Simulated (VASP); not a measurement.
# Al32O (a cell with a defect) in VASP: single point with PBEsol

Aim: the single point of Al32O (a cell with a defect) with PBEsol.

Program: VASP 6.6.1. These are calculated values, not measurements. Logs are shortened: lines on timing, memory, paths and dates and some standing lists are left out, and cuts for length are marked.

### 1 The cell of the first run

The cell holds a defect, 33 atoms: a = 8.100 Å, b = 8.100 Å, c = 8.100 Å, α = 90.00°, β = 90.00°, γ = 90.00°.

### 2 Single point, PBEsol

File INCAR:

```
  PREC = Accurate
  ENCUT = 520
  EDIFF = 1E-6
  ISMEAR = -1
  SIGMA = 0.15
  LREAL = Auto
  LASPH = T
  NELM = 100
  ALGO = Normal
  ISIF = 2
  LWAVE = F
  LCHARG = F
  GGA = PS
  NBANDS = 73
```

File KPOINTS:

```
regular mesh
0
Gamma
  2 2 2
```

File POSCAR:

```
Al32O
1.0
    8.1000000000      0.0000000000      0.0000000000
    0.0000000000      8.1000000000      0.0000000000
    0.0000000000      0.0000000000      8.1000000000
Al O
32 1
Direct
    0.5044629630      0.0044354321     -0.0001651852
    0.7455046914      0.2454772840     -0.0001691358
    0.7490223457      0.0009140741      0.2508874074
   -0.0013403704      0.0033096296      0.0012592593
    0.2512980247      0.2465820988      0.0012503704
    0.5033416049      0.4986351852      0.0012602469
    0.7466134568      0.7512735802      0.0012492593
    0.2498851852      0.0044446914      0.2544167901
    0.5009418519      0.2489940741      0.2508892593
    0.7454856790      0.5000598765      0.2544218519
    0.5009434568      0.0009174074      0.4989649383
    0.7490169136      0.2489904938      0.4989629630
    0.7454837037      0.0044518519      0.7500362963
   -0.0105732099      0.4894149383      0.0105243210
    0.2605060494      0.7604930864      0.0104791358
    0.0000850617      0.2454632099      0.2544172840
    0.2513162963      0.4986267901      0.2532741975
    0.5044676543      0.7498601235      0.2544122222
    0.0000874074      0.0044424691      0.4954379012
    0.2498764198      0.2454737037      0.4954459259
    0.5044717284      0.5000646914      0.4954362963
    0.7455028395      0.7498539506      0.4954476543
    0.2513166667      0.0033066667      0.7486018519
    0.5044762963      0.2454596296      0.7500387654
    0.7466214815      0.4986269136      0.7486025926
   -0.0013446914      0.7512879012      0.2532755556
   -0.0013412346      0.4986350617      0.4965560494
    0.2512986420      0.7512750617      0.4965511111
   -0.0013453086      0.2465888889      0.7486066667
    0.2605900000      0.4893760494      0.7393637037
    0.5033398765      0.7512890123      0.7486060494
   -0.0105932099      0.7605586420      0.7393829630
    0.1249722222      0.6249243210      0.8748764198
```

Potentials or basis: VASP PAW PBE potentials, release 64 (Al, O).

Command:

```bash
$ cat potpaw_PBE.64/Al/POTCAR potpaw_PBE.64/O/POTCAR > POTCAR
$ mpirun -np 1 vasp_std > vasp.out
```

OUTCAR:

```text
PREC = Accurate
   ENCUT = 520
   EDIFF = 1E-6
   ISMEAR = -1
   LREAL = Auto
   LASPH = T
   NELM = 100
   ISIF = 2
   GGA = PS

 ion  position               nearest neighbor table
   1  0.504  0.004  1.000-   2 2.76  15 2.80  13 2.81  24 2.81   5 2.84   7 2.84   3 2.84   9 2.84
                            31 2.89  23 2.89  18 2.92   8 2.92
   2  0.746  0.245  1.000-   1 2.76  14 2.80  13 2.81  24 2.81   6 2.84   4 2.84   3 2.84   9 2.84
                            29 2.89  25 2.89  16 2.92  10 2.92
   3  0.749  0.001  0.251-  18 2.84   1 2.84  16 2.84  19 2.84   2 2.84  22 2.84  12 2.84  11 2.84
                             9 2.84  26 2.86   4 2.86   7 2.86
   4  0.999  0.003  0.001-  16 2.84   2 2.84   5 2.84  29 2.84   3 2.86  26 2.89   7 2.89   8 2.89
                            13 2.89  32 2.89  15 2.89  23 2.89
   5  0.251  0.247  0.001-   8 2.84   1 2.84   4 2.84  23 2.84   9 2.86  17 2.89   6 2.89  16 2.89
                            24 2.89  30 2.89  14 2.89  29 2.89
   6  0.503  0.499  0.001-  10 2.84   2 2.84   7 2.84  25 2.84   9 2.86  17 2.89   5 2.89  18 2.89
                            24 2.89  30 2.89  15 2.89  31 2.89
   7  0.747  0.751  0.001-  18 2.84   1 2.84   6 2.84  31 2.84   3 2.86  26 2.89   4 2.89  10 2.89
                            13 2.89  32 2.89  14 2.89  25 2.89
   8  0.250  0.004  0.254-  20 2.76  15 2.80  16 2.81  19 2.81   5 2.84  28 2.84   9 2.84  11 2.84
                             4 2.89  26 2.89   1 2.92  18 2.92
   9  0.501  0.249  0.251-   8 2.84  10 2.84   1 2.84  21 2.84   2 2.84  20 2.84  12 2.84  11 2.84
[... 32 lines left out ...]
                            22 2.89  32 2.89  14 2.89   7 2.89
  26  0.999  0.751  0.253-  19 2.84  22 2.84  28 2.84  27 2.84   3 2.86   4 2.89   7 2.89   8 2.89
                            10 2.89  14 2.89  15 2.89  17 2.89
  27  0.999  0.499  0.497-  10 2.84  16 2.84  26 2.84  17 2.84  12 2.86  25 2.89  29 2.89  22 2.89
                            20 2.89  30 2.89  28 2.89  32 2.89
  28  0.251  0.751  0.497-   8 2.84  18 2.84  26 2.84  17 2.84  11 2.86  23 2.89  31 2.89  19 2.89
                            21 2.89  30 2.89  32 2.89  27 2.89
  29  0.999  0.247  0.749-  13 2.84  19 2.84   4 2.84  23 2.84  12 2.86  25 2.89  27 2.89   2 2.89
                            20 2.89  30 2.89  14 2.89   5 2.89
  30  0.261  0.489  0.739-  33 1.90  24 2.80  21 2.80  20 2.80   6 2.89  31 2.89   5 2.89  28 2.89
                            29 2.89  27 2.89  15 3.11  14 3.11  32 3.11
  31  0.503  0.751  0.749-  13 2.84  22 2.84   7 2.84  25 2.84  11 2.86  23 2.89  28 2.89   1 2.89
                            21 2.89  30 2.89  15 2.89   6 2.89
  32  0.989  0.761  0.739-  33 1.90  13 2.80  19 2.80  22 2.80   4 2.89  23 2.89   7 2.89  25 2.89
                            28 2.89  27 2.89  15 3.11  14 3.11  30 3.11
  33  0.125  0.625  0.875-  30 1.90  32 1.90  14 1.90  15 1.90

  LATTYP: Found a simple cubic cell.
 ALAT       =     8.1000000000

  Lattice vectors:

 A1 = (   8.1000000000,   0.0000000000,   0.0000000000)
 A2 = (   0.0000000000,   8.1000000000,   0.0000000000)
 A3 = (   0.0000000000,   0.0000000000,   8.1000000000)

Analysis of symmetry for initial positions (statically):
=====================================================================
 Subroutine PRICEL returns:
 Original cell was already a primitive cell.

 Routine SETGRP: Setting up the symmetry group for a
 simple cubic supercell.

 Subroutine GETGRP returns: Found  1 space group operations
 (whereof  1 operations were pure point group operations)
 out of a pool of 48 trial point group operations.

The static configuration has the point symmetry C_1 .

Analysis of symmetry for dynamics (positions and initial velocities):
=====================================================================
 Subroutine PRICEL returns:
 Original cell was already a primitive cell.

 Routine SETGRP: Setting up the symmetry group for a
 simple cubic supercell.

 Subroutine GETGRP returns: Found  1 space group operations
 (whereof  1 operations were pure point group operations)
 out of a pool of 48 trial point group operations.

The dynamic configuration has the point symmetry C_1 .

 Subroutine INISYM returns: Found  1 space group operations
 (whereof  1 operations are pure point group operations),
 and found     1 'primitive' translations

----------------------------------------------------------------------------------------

                                     Primitive cell

  volume of cell :     531.4410

  direct lattice vectors                    reciprocal lattice vectors
     8.100000000  0.000000000  0.000000000     0.123456790  0.000000000  0.000000000
[... 83 lines left out ...]
 generate k-points for:    2    2    2

 Generating k-lattice:

  Cartesian coordinates                     Fractional coordinates (reciprocal lattice)
     0.061728395  0.000000000  0.000000000     0.500000000  0.000000000  0.000000000
     0.000000000  0.061728395  0.000000000     0.000000000  0.500000000  0.000000000
     0.000000000  0.000000000  0.061728395     0.000000000  0.000000000  0.500000000

  Length of vectors
     0.061728395  0.061728395  0.061728395

  Shift w.r.t. Gamma in fractional coordinates (k-lattice)
     0.000000000  0.000000000  0.000000000

 Subroutine IBZKPT returns following result:
 ===========================================

 Found      8 irreducible k-points:

 Following reciprocal coordinates:
            Coordinates               Weight
  0.000000  0.000000  0.000000      1.000000
  0.500000  0.000000  0.000000      1.000000
  0.000000  0.500000  0.000000      1.000000
  0.000000  0.000000  0.500000      1.000000
  0.500000  0.500000  0.000000      1.000000
  0.000000  0.500000  0.500000      1.000000
  0.500000  0.000000  0.500000      1.000000
  0.500000  0.500000  0.500000      1.000000
   k-points           NKPTS =      8   k-points in BZ     NKDIM =      8   number of bands    NBANDS=     73
   number of dos      NEDOS =    301   number of ions     NIONS =     33
   total plane-waves  NPLWV = 216000
   dimension x,y,z NGX =    60 NGY =   60 NGZ =   60
   dimension x,y,z NGXF=   120 NGYF=  120 NGZF=  120
   ions per type =              32   1
   NGX,Y,Z   is equivalent  to a cutoff of  12.31, 12.31, 12.31 a.u.
   NGXF,Y,Z  is equivalent  to a cutoff of  24.63, 24.63, 24.63 a.u.
 SYSTEM =  unknown system
   PREC   = accura    normal or accurate (medium, high low for compatibility)
   ISTART =      0    job   : 0-new  1-cont  2-samecut
   ICHARG =      2    charge: 1-file 2-atom 10-const
   ISPIN  =      1    spin polarized calculation?
   LNONCOLLINEAR =      F non collinear calculations
   LSORBIT =      F    spin-orbit coupling
   LASPH  =      T    aspherical Exc in radial PAW
   ENCUT  =  520.0 eV  38.22 Ry    6.18 a.u.  15.06 15.06 15.06*2*pi/ulx,y,z
   NELM   =    100;   NELMIN=  2; NELMDL= -5     # of ELM steps
   EDIFF  = 0.1E-05   stopping-criterion for ELM
   LREAL  =      T    real-space projection
   EDIFFG = 0.1E-04   stopping-criterion for IOM
   NSW    =      0    number of steps for IOM
   IBRION =     -1    ionic relax: 0-MD 1-quasi-New 2-CG
   NFREE  =      0    steps in history (QN), initial steepest desc. (CG)
   ISIF   =      2    stress and relaxation
   ISYM   =      2    0-nonsym 1-usesym 2-fastsym
   POTIM  = 0.5000    time-step for ionic-motion
   TEBEG  =    0.0;   TEEND  =   0.0 temperature during run
   PSTRESS=    0.0 pullay stress
   NELECT =     102.0000    total number of electrons
   NUPDOWN=      -1.0000    fix difference up-down
   EMIN   =  10.00;   EMAX   =-10.00  energy-range for DOS
   EFERMI =   0.00;   METHOD = LEGACY
   ISMEAR =    -1;   SIGMA  =   0.15  broadening in eV -4-tet -1-fermi 0-gaus
   EFERMI_NEDOS =   21; number of points for ismear=-14 and -15
   IALGO  =     38    algorithm
   IMIX   =      4    mixing-type and parameters
     AMIX     =   0.40;   BMIX     =  1.00
     AMIX_MAG =   1.60;   BMIX_MAG =  1.00
  volume/ion in A,a.u.               =      16.10       108.68
  Fermi-wavevector in a.u.,A,eV,Ry     =   0.944329  1.784523 12.133087  0.891757
  Thomas-Fermi vector in A             =   2.072123
   LORBIT       =      0    0 simple, 1 ext, 2 COOP (PROOUT), +10 PAW based schemes
   GGA     = PS    functional components
   LHFCALC =     F    Hartree Fock is set to
   AEXX    =    0.0000 exact exchange contribution
   IVDW    =     0    specifies the selected vdW correction
   LEPSILON=     F    determine dielectric tensor
   LRPA    =     F    only Hartree local field effects (RPA)
 non-spin polarized calculation
  energy-cutoff  :      520.00
  volume of cell :      531.44
 maximum number of plane-waves:     14400
   NGX = 31   NGY = 31   NGZ = 31

 number of electron     101.9999993 magnetization

 Free energy of the ion-electron system (eV)
  ---------------------------------------------------
  ext. energy  EPLUGINS =         0.00000000
  ---------------------------------------------------
  free energy    TOTEN  =      -140.22274964 eV

  energy without entropy =     -139.26471567  energy(sigma->0) =     -139.74373265

 E-fermi :   7.7567     XC(G=0): -10.3006

 val. band max:        7.6517157224   @ k =   0.5000   0.0000   0.0000
 cond. band min:       7.7921047836   @ k =   0.5000   0.0000   0.0000
 fundamental gap:      0.1403890612
 Fermi energy:         7.7566762549

 k-point     1 :       0.0000    0.0000    0.0000
  band No.  band energies     occupation
      1     -13.3340      2.00000
      2      -3.0091      2.00000
      3      -1.1943      2.00000
      4      -1.1940      2.00000
      5      -1.1936      2.00000
      6      -0.9187      2.00000
[... 517 lines left out ...]
     62      11.2674      0.00000
     63      11.2674      0.00000
 [bands above 63 left out]

------------------------ aborting loop because EDIFF is reached ----------------------------------------

  FORCE on cell =-STRESS in cart. coord.  units (eV):
  Direction    XX          YY          ZZ          XY          YZ          ZX
  --------------------------------------------------------------------------------------
  -------------------------------------------------------------------------------------
  Total       -2.4279197     -2.4275133     -2.4262885     -0.0015343      0.0002257     -0.0014937
  in kB       -7.3196420     -7.3184170     -7.3147243     -0.0046255      0.0006804     -0.0045033
  external PRESSURE =      -7.3175944 kB  Pullay stress =       0.0000000 kB

 VOLUME and BASIS-vectors are now :
 -----------------------------------------------------------------------------
  energy-cutoff  :      520.00
  volume of cell :      531.44
      direct lattice vectors                 reciprocal lattice vectors
     8.100000000  0.000000000  0.000000000     0.123456790  0.000000000  0.000000000
     0.000000000  8.100000000  0.000000000     0.000000000  0.123456790  0.000000000
     0.000000000  0.000000000  8.100000000     0.000000000  0.000000000  0.123456790

 POSITION                                       TOTAL-FORCE (eV/Angst)
 -----------------------------------------------------------------------------------
      4.08615      0.03593      8.09866        -0.003655     -0.003413     -0.001410
      6.03859      1.98837      8.09863         0.003223      0.003502     -0.001111
      6.06708      0.00740      2.03219        -0.003550      0.004060      0.004253
      8.08914      0.02681      0.01020        -0.000726      0.000273     -0.001090
      2.03551      1.99732      0.01013         0.000296      0.000231     -0.000034
      4.07707      4.03895      0.01021         0.000003     -0.000638     -0.000723
[... 25 lines left out ...]
      8.01419      6.16053      5.98900        -0.006682      0.006198     -0.007297
      1.01227      5.06189      7.08650         0.000074      0.001000      0.001774
 -----------------------------------------------------------------------------------
    total drift:                               -0.000072     -0.000671     -0.001169

  FREE ENERGIE OF THE ION-ELECTRON SYSTEM (eV)
  ---------------------------------------------------
  free  energy   TOTEN  =      -140.2227496351 eV

  energy  without entropy=     -139.2647156652  energy(sigma->0) =     -139.74373265
```

Wall time 6 min (1 thread of Intel Xeon 6975P-C (Granite Rapids), shared host); peak memory 0.58 GiB.

What came out:

- Free energy: -140.2227 eV
- Pressure: -0.7 GPa
- Largest force: 0.015 eV/Å
- Band gap on the k mesh: zero (bands 51 and 52 overlap by 0.82 eV)

Forces in eV/Å, atoms in the order of the input:
```
Al  -0.004 -0.003 -0.001
Al   0.003  0.004 -0.001
Al  -0.004  0.004  0.004
Al  -0.001  0.000 -0.001
Al   0.000  0.000  0.000
Al   0.000 -0.001 -0.001
Al   0.000  0.000  0.000
Al   0.000 -0.004 -0.004
Al   0.004 -0.004  0.004
Al   0.004  0.001 -0.003
Al   0.004  0.004 -0.004
Al  -0.005 -0.005 -0.005
Al   0.004 -0.004  0.001
Al  -0.007 -0.008  0.007
Al   0.009  0.009  0.008
Al   0.001  0.004 -0.003
Al   0.000 -0.001  0.000
Al  -0.004 -0.001 -0.003
Al   0.001 -0.003  0.004
Al  -0.001  0.004  0.004
Al  -0.003  0.001  0.004
Al   0.003 -0.001  0.004
Al   0.000  0.000 -0.001
Al  -0.004  0.004  0.001
Al   0.001  0.000  0.000
Al  -0.001  0.000  0.000
Al   0.001  0.000  0.001
Al   0.000  0.000  0.001
Al   0.001  0.001  0.000
Al   0.006 -0.006 -0.007
Al   0.000 -0.001 -0.001
Al  -0.007  0.006 -0.007
O    0.000  0.001  0.002
```

Caveat: the k points lie up to 0.39 Å⁻¹ apart, too coarse for converged energies and pressures of a metal; the PAW data sets were made with another functional, which shifts forces and pressure a little.

The gap in the log of VASP goes by the Fermi energy; the results here count the filled bands.